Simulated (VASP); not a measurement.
# LiAlO (P-6m2) in VASP: a series of runs

LiAlO is run at these levels: PBE; tasks: single point, relaxation of cell and atoms.

Everything below comes from runs of VASP 6.6.1. Logs are shortened: lines on timing, memory, paths and dates and some standing lists are left out, and cuts for length are marked.

## Step 1: The cell of the first run

The structure is hexagonal, space group P-6m2 (No. 187). The conventional cell has a = 3.213 Å, b = 3.213 Å, c = 5.112 Å, α = 90.00°, β = 90.00°, γ = 120.00°. Li (site symmetry -6m2) has 6 Al at 3.16 Å and 6 O at 3.16 Å and 6 Li at 3.21 Å within 4.2 Å. Al (site symmetry -6m2) has 3 O at 1.86 Å within 2.5 Å. Within 2.5 Å of O (site symmetry -6m2) lie 3 Al at 1.86 Å.

## Step 2: Single point, PBE

The input, INCAR:

```
SYSTEM = LiAlO
PREC = Accurate
ENCUT = 520
EDIFF = 1E-7
ISMEAR = 0
SIGMA = 0.1
LREAL = .False.
LASPH = .True.
NELM = 60
ALGO = Normal
ISIF = 2
LWAVE = .False.
LCHARG = .False.
GGA = PE
NBANDS = 13
```

The input, KPOINTS:

```
Automatic mesh
0
Gamma
  18 18 10
  0 0 0
```

The input, POSCAR:

```
LiAlO
1.0
    3.2130485332      0.0000000000      0.0000000000
   -1.6065242666      2.7825816533      0.0000000000
    0.0000000000      0.0000000000      5.1123896358
Li Al O
1 1 1
Direct
    0.0000000000      0.0000000000      0.0000000000
    0.6666666667      0.3333333333      0.5000000000
    0.3333333333      0.6666666667      0.5000000000
```

Potentials or basis: VASP PAW PBE potentials, release 64 (Li_sv, Al, O).

Run with:

```console
$ cat potpaw_PBE.64/Li_sv/POTCAR potpaw_PBE.64/Al/POTCAR potpaw_PBE.64/O/POTCAR > POTCAR
$ mpirun -np 1 vasp_std > vasp.out
```

OUTCAR:

```text
SYSTEM = LiAlO
   PREC = Accurate
   ENCUT = 520
   EDIFF = 1E-7
   ISMEAR = 0
   LREAL = .False.
   LASPH = .True.
   NELM = 60
   ISIF = 2
   GGA = PE

 ion  position               nearest neighbor table
   1  0.000  0.000  0.000-
   2  0.667  0.333  0.500-   3 1.86   3 1.86   3 1.86
   3  0.333  0.667  0.500-   2 1.86   2 1.86   2 1.86

  LATTYP: Found a hexagonal cell.
 ALAT       =     3.2130485332
 C/A-ratio  =     1.5911336486

  Lattice vectors:

 A1 = (   3.2130485332,   0.0000000000,   0.0000000000)
 A2 = (  -1.6065242666,   2.7825816533,   0.0000000000)
 A3 = (   0.0000000000,   0.0000000000,   5.1123896358)

Analysis of symmetry for initial positions (statically):
=====================================================================
 Subroutine PRICEL returns:
 Original cell was already a primitive cell.

 Routine SETGRP: Setting up the symmetry group for a
 hexagonal supercell.

 Subroutine GETGRP returns: Found 12 space group operations
 (whereof 12 operations were pure point group operations)
 out of a pool of 24 trial point group operations.

The static configuration has the point symmetry D_3h.

Analysis of symmetry for dynamics (positions and initial velocities):
=====================================================================
 Subroutine PRICEL returns:
 Original cell was already a primitive cell.

 Routine SETGRP: Setting up the symmetry group for a
 hexagonal supercell.

 Subroutine GETGRP returns: Found 12 space group operations
 (whereof 12 operations were pure point group operations)
 out of a pool of 24 trial point group operations.

The dynamic configuration has the point symmetry D_3h.

 Subroutine INISYM returns: Found 12 space group operations
 (whereof 12 operations are pure point group operations),
 and found     1 'primitive' translations

----------------------------------------------------------------------------------------

                                     Primitive cell

  volume of cell :      45.7077

  direct lattice vectors                    reciprocal lattice vectors
     3.213048533  0.000000000  0.000000000     0.311230904  0.179689246  0.000000000
    -1.606524267  2.782581653  0.000000000     0.000000000  0.359378493  0.000000000
     0.000000000  0.000000000  5.112389636     0.000000000  0.000000000  0.195603245

  length of vectors
     3.213048533  3.213048533  5.112389636     0.359378493  0.359378493  0.195603245

  position of ions in fractional coordinates (direct lattice)
     0.000000000  0.000000000  0.000000000
     0.666666667  0.333333333  0.500000000
     0.333333333  0.666666667  0.500000000

  ion indices of the primitive-cell ions
   primitive index   ion index
                 1           1
                 2           2
                 3           3

----------------------------------------------------------------------------------------

 KPOINTS: Automatic mesh

Automatic generation of k-mesh.
 Grid dimensions read from file:
 generate k-points for:   18   18   10

 Generating k-lattice:

  Cartesian coordinates                     Fractional coordinates (reciprocal lattice)
     0.017290606  0.009982736  0.000000000     0.055555556 -0.000000000  0.000000000
     0.000000000  0.019965472  0.000000000     0.000000000  0.055555556  0.000000000
     0.000000000  0.000000000  0.019560324     0.000000000  0.000000000  0.100000000

  Length of vectors
     0.019965472  0.019965472  0.019560324

  Shift w.r.t. Gamma in fractional coordinates (k-lattice)
     0.000000000  0.000000000  0.000000000

 Subroutine IBZKPT returns following result:
 ===========================================

 Found    222 irreducible k-points:

 Following reciprocal coordinates:
            Coordinates               Weight
  0.000000  0.000000  0.000000      1.000000
  0.055556  0.000000  0.000000      6.000000
  0.111111  0.000000  0.000000      6.000000
  0.166667  0.000000  0.000000      6.000000
  0.222222  0.000000  0.000000      6.000000
  0.277778  0.000000  0.000000      6.000000
[... 16 lines left out ...]
  0.333333  0.111111  0.000000     12.000000
  0.388889  0.111111  0.000000     12.000000
 [... further k-points ...]
   k-points           NKPTS =    222   k-points in BZ     NKDIM =    222   number of bands    NBANDS=     13
   number of dos      NEDOS =    301   number of ions     NIONS =      3
   total plane-waves  NPLWV =  23040
   dimension x,y,z NGX =    24 NGY =   24 NGZ =   40
   dimension x,y,z NGXF=    48 NGYF=   48 NGZF=   80
   ions per type =               1   1   1
   NGX,Y,Z   is equivalent  to a cutoff of  12.42, 12.42, 13.01 a.u.
   NGXF,Y,Z  is equivalent  to a cutoff of  24.84, 24.84, 26.01 a.u.
 SYSTEM =  LiAlO
   PREC   = accura    normal or accurate (medium, high low for compatibility)
   ISTART =      0    job   : 0-new  1-cont  2-samecut
   ICHARG =      2    charge: 1-file 2-atom 10-const
   ISPIN  =      1    spin polarized calculation?
   LNONCOLLINEAR =      F non collinear calculations
   LSORBIT =      F    spin-orbit coupling
   LASPH  =      T    aspherical Exc in radial PAW
   ENCUT  =  520.0 eV  38.22 Ry    6.18 a.u.   5.97  5.97  9.51*2*pi/ulx,y,z
   NELM   =     60;   NELMIN=  2; NELMDL= -5     # of ELM steps
   EDIFF  = 0.1E-06   stopping-criterion for ELM
   LREAL  =      F    real-space projection
   EDIFFG = 0.1E-05   stopping-criterion for IOM
   NSW    =      0    number of steps for IOM
   IBRION =     -1    ionic relax: 0-MD 1-quasi-New 2-CG
   NFREE  =      0    steps in history (QN), initial steepest desc. (CG)
   ISIF   =      2    stress and relaxation
   ISYM   =      2    0-nonsym 1-usesym 2-fastsym
   POTIM  = 0.5000    time-step for ionic-motion
   TEBEG  =    0.0;   TEEND  =   0.0 temperature during run
   PSTRESS=    0.0 pullay stress
   NELECT =      12.0000    total number of electrons
   NUPDOWN=      -1.0000    fix difference up-down
   EMIN   =  10.00;   EMAX   =-10.00  energy-range for DOS
   EFERMI =   0.00;   METHOD = LEGACY
   ISMEAR =     0;   SIGMA  =   0.10  broadening in eV -4-tet -1-fermi 0-gaus
   EFERMI_NEDOS =   21; number of points for ismear=-14 and -15
   IALGO  =     38    algorithm
   IMIX   =      4    mixing-type and parameters
     AMIX     =   0.40;   BMIX     =  1.00
     AMIX_MAG =   1.60;   BMIX_MAG =  1.00
  volume/ion in A,a.u.               =      15.24       102.82
  Fermi-wavevector in a.u.,A,eV,Ry     =   1.048268  1.980939 14.950968  1.098865
  Thomas-Fermi vector in A             =   2.183182
   LORBIT       =      0    0 simple, 1 ext, 2 COOP (PROOUT), +10 PAW based schemes
   GGA     = PE    functional components
   LHFCALC =     F    Hartree Fock is set to
   AEXX    =    0.0000 exact exchange contribution
   IVDW    =     0    specifies the selected vdW correction
   LEPSILON=     F    determine dielectric tensor
   LRPA    =     F    only Hartree local field effects (RPA)
 non-spin polarized calculation
 Gauss-broadening in eV      SIGMA  =   0.10
  energy-cutoff  :      520.00
  volume of cell :       45.71
 maximum number of plane-waves:      1254
 NGX is ok and might be reduce to    24
   NGX = 11   NGY = 11   NGZ = 19

 number of electron      12.0000014 magnetization

 Free energy of the ion-electron system (eV)
  ---------------------------------------------------
  ext. energy  EPLUGINS =         0.00000000
  ---------------------------------------------------
  free energy    TOTEN  =       -13.93340103 eV

  energy without entropy =      -13.92848744  energy(sigma->0) =      -13.93094423

 E-fermi :   4.4131     XC(G=0):  -8.7641

 val. band max:        4.3882299342   @ k =   0.2778   0.2778   0.4000
 cond. band min:       4.4142012801   @ k =   0.3889   0.2222   0.4000
 fundamental gap:      0.0259713459
 Fermi energy:         4.4131412074

 k-point     1 :       0.0000    0.0000    0.0000
  band No.  band energies     occupation
      1     -42.1012      2.00000
      2     -17.3641      2.00000
      3      -2.5556      2.00000
      4      -2.3881      2.00000
      5      -2.3881      2.00000
      6       0.5790      2.00000
      7       6.0023      0.00000
      8       6.3595      0.00000
      9      11.6250      0.00000
     10      11.6250      0.00000
     11      16.0104      0.00000
     12      16.7217      0.00000
     13      17.0887      0.00000

 k-point     2 :       0.0556    0.0000    0.0000
  band No.  band energies     occupation
      1     -42.1009      2.00000
      2     -17.3479      2.00000
      3      -2.5332      2.00000
      4      -2.5255      2.00000
      5      -2.4037      2.00000
      6       0.7132      2.00000
      7       5.9967      0.00000
      8       6.4358      0.00000
      9      11.3452      0.00000
     10      11.6851      0.00000
     11      16.2301      0.00000
     12      16.2846      0.00000
     13      16.9039      0.00000

 k-point     3 :       0.1111    0.0000    0.0000
  band No.  band energies     occupation
      1     -42.1004      2.00000
      2     -17.3011      2.00000
      3      -2.8985      2.00000
      4      -2.4482      2.00000
      5      -2.4374      2.00000
      6       1.0509      2.00000
      7       5.9795      0.00000
      8       6.6517      0.00000
      9      10.6956      0.00000
     10      11.8530      0.00000
     11      15.3181      0.00000
     12      15.8067      0.00000
     13      16.5149      0.00000
[... 305 lines left out ...]
 k-point    23 :       0.3333    0.1111    0.0000
  band No.  band energies     occupation
      1     -42.0950      2.00000
      2     -16.8356      2.00000
      3      -4.9272      2.00000
      4      -3.0648      2.00000
      5      -1.4738      2.00000
      6       3.6719      2.00000
      7       5.8488      0.00000
      8       6.9895      0.00000
      9       8.6183      0.00000
     10      10.1648      0.00000
     11      11.1832      0.00000
     12      12.9440      0.00000
     13      14.7725      0.00000

 k-point    24 :       0.3889    0.1111    0.0000
  band No.  band energies     occupation
      1     -42.0945      2.00000
      2     -16.7845      2.00000
      3      -5.0874      2.00000
      4      -3.1268      2.00000
      5      -1.3549      2.00000
      6       4.0803      2.00000
      7       5.8446      0.00000
      8       6.6128      0.00000
      9       8.5251      0.00000
     10       9.7395      0.00000
     11      11.2689      0.00000
     12      12.7963      0.00000
     13      14.6668      0.00000

 [... further k-points ...]
[... 5 lines left out ...]
  --------------------------------------------------------------------------------------
  -------------------------------------------------------------------------------------
  Total       -0.0089186     -0.0089186     -0.0314313      0.0000000      0.0000000      0.0000000
  in kB       -0.3126193     -0.3126193     -1.1017525      0.0000000      0.0000000      0.0000000
  external PRESSURE =      -0.5756637 kB  Pullay stress =       0.0000000 kB

 VOLUME and BASIS-vectors are now :
 -----------------------------------------------------------------------------
  energy-cutoff  :      520.00
  volume of cell :       45.71
      direct lattice vectors                 reciprocal lattice vectors
     3.213048533  0.000000000  0.000000000     0.311230904  0.179689246  0.000000000
    -1.606524267  2.782581653  0.000000000     0.000000000  0.359378493  0.000000000
     0.000000000  0.000000000  5.112389636     0.000000000  0.000000000  0.195603245

 POSITION                                       TOTAL-FORCE (eV/Angst)
 -----------------------------------------------------------------------------------
      0.00000      0.00000      0.00000         0.000000     -0.000000      0.000000
      1.60652      0.92753      2.55619        -0.000000      0.000000      0.000000
     -0.00000      1.85505      2.55619         0.000000     -0.000000      0.000000
 -----------------------------------------------------------------------------------
    total drift:                                0.000003     -0.000002     -0.000000

  FREE ENERGIE OF THE ION-ELECTRON SYSTEM (eV)
  ---------------------------------------------------
  free  energy   TOTEN  =       -13.9334010286 eV

  energy  without entropy=      -13.9284874386  energy(sigma->0) =      -13.93094423
```

Wall time 47 s (1 thread of AMD EPYC 9R45 (Zen 5), shared host); peak memory 0.22 GiB.

What came out:

```yaml
Free_energy: -13.9334 eV
Band_gap_on_the_k_mesh: zero (band 6 reaches 5.27 eV, above the bottom of band 7 at 3.67 eV)
```

Caveat: the cutoff is under 1.25 times the usual one of these potentials, so pressure, stress and relaxed cells hold a basis-set (Pulay) error.

## Step 3: Relaxation of cell and atoms, PBE

This run uses another cell than the first one, of 11.17 Å³/atom, 0.733 times its volume.

The input, INCAR:

```
SYSTEM = LiAlO
PREC = Accurate
ENCUT = 910
EDIFF = 1E-7
ISMEAR = 0
SIGMA = 0.1
LREAL = .FALSE.
LASPH = .TRUE.
NELM = 120
ALGO = Normal
ISIF = 3
LWAVE = .FALSE.
LCHARG = .FALSE.
GGA = PE
IBRION = 2
NSW = 90
EDIFFG = -0.04
GGA_COMPAT = .FALSE.
NELMIN = 4
```

The input, KPOINTS:

```
Automatic mesh
0
G
  6 6 6
  0 0 0
```

The input, POSCAR:

```
LiAlO
1.0
    3.4258736500      0.0000000000      0.0000000000
   -1.7129368200      2.9668936100      0.0000000000
    0.0000000000      0.0000000000      3.2964761400
Li Al O
1 1 1
Direct
    0.0000000000      0.0000000000      0.0000000000
    0.6666666700      0.3333333300      0.5000000000
    0.3333333300      0.6666666700      0.5000000000
```

Potentials or basis: VASP PAW PBE potentials, release 64 (Li_sv, Al, O_h).

Run with:

```console
$ cat potpaw_PBE.64/Li_sv/POTCAR potpaw_PBE.64/Al/POTCAR potpaw_PBE.64/O_h/POTCAR > POTCAR
$ mpirun -np 1 vasp_std > vasp.out
```

It took 45 s on 1 thread of Intel Xeon 6975P-C (Granite Rapids), shared host; peak memory 0.21 GiB.

Results (log left out):

* Free energy: -13.7801 eV
* Relaxed volume: 12.45 Å³/atom
* Relaxed cell: a = 3.348 Å, b = 3.348 Å, c = 3.849 Å, α = 90.00°, β = 90.00°, γ = 120.00°
* Space group after relaxing (to 0.05 Å): P-6m2 (No. 187)
* Energy gained by relaxing: 51.6 meV/atom
* Ionic steps: 8
* Pressure after relaxing: 0.0 GPa

Stress tensor (GPa, compression positive):
```
-0.15  0.00  0.00
 0.00 -0.15  0.00
 0.00  0.00  0.27
```

The path:
```
step  energy change (eV)  largest force (eV/Å)  pressure (GPa)  volume (Å³)
   1              0.0000                0.0000            5.16        33.51
   2             -0.0542                0.0000            0.80        35.27
   3             -0.0649                0.0000           -3.28        37.32
   4             -0.1021                0.0000           -3.17        37.76
   5             -0.1433                0.0000           -2.68        38.79
   6             -0.1439                0.0000           -2.78        38.60
   7             -0.1540                0.0000            0.72        37.06
   8             -0.1547                0.0000           -0.01        37.36
```

Final structure:
```cif
data_structure
_symmetry_space_group_name_H-M 'P 1'
_symmetry_Int_Tables_number 1
_cell_length_a 3.3480
_cell_length_b 3.3480
_cell_length_c 3.8486
_cell_angle_alpha 90.000
_cell_angle_beta 90.000
_cell_angle_gamma 120.000
_cell_volume 37.36
loop_
_atom_site_label
_atom_site_type_symbol
_atom_site_fract_x
_atom_site_fract_y
_atom_site_fract_z
_atom_site_occupancy
Li1 Li 0.00000 0.00000 0.00000 1
Al1 Al 0.66667 0.33333 0.50000 1
O1 O 0.33333 0.66667 0.50000 1
```

Levels at points of the mesh, in eV from the Fermi level:
| k point | band 3 | band 4 | band 5 | band 6 | band 7 | band 8 | band 9 | band 10 |
| --- | --- | --- | --- | --- | --- | --- | --- | --- |
| (0.00, 0.00, 0.00) | -6.42 | -6.42 | -6.07 | -4.30 | 3.57 | 4.04 | 5.32 | 5.32 |
| (0.50, 0.00, 0.00) | -9.29 | -6.93 | -5.21 | -1.34 | 1.76 | 2.88 | 5.40 | 6.40 |
| (0.00, 0.00, 0.50) | -7.25 | -6.37 | -6.37 | -2.61 | 0.31 | 6.62 | 6.62 | 9.09 |
| (0.50, 0.00, 0.50) | -9.09 | -6.84 | -6.02 | -1.10 | 0.89 | 3.20 | 3.95 | 5.78 |

Caveat: the cutoff is under 1.25 times the usual one of these potentials, so pressure, stress and relaxed cells hold a basis-set (Pulay) error.

(Continued in part 2 of 2.)
